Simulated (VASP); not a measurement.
Runs of VASP 6.6.1 on H12CO8. The cells are those of the table. 

```tsv
potentials or basis	cell	cutoff (eV)	second run	gap on the mesh (eV)	pressure (GPa)	largest force (eV/Å)
VASP PAW PBE potentials, release 64 (O, H, C)	a = 6.405 Å, 21 atoms	520	-	4.38	0.9	5.24
VASP PAW PBE potentials, release 64 (O, H, C)	a = 6.753 Å, 21 atoms	520	-	3.38	1.1	9.48
VASP PAW PBE potentials, release 64 (O_h, H_h, C_h)	a = 6.405 Å, 21 atoms	910	hard_potentials	4.40	(b)	4.59
VASP PAW PBE potentials, release 64 (O, H, C)	a = 7.163 Å, 21 atoms	520	-	3.40	(a)	8.08
```

Alike in all rows: task single point; level PBE; no spin polarisation; k mesh 1 × 1 × 1; smearing fermi-dirac 0.05 eV.

Q: Estimate the missing entries.

A: (a) 1.2; (b) 0.3.

Caveats: all runs use coarse meshes; the cutoff is under 1.25 times the usual one of these potentials, so pressure, stress and relaxed cells hold a basis-set (Pulay) error (some runs).

A k mesh can miss the band edges.
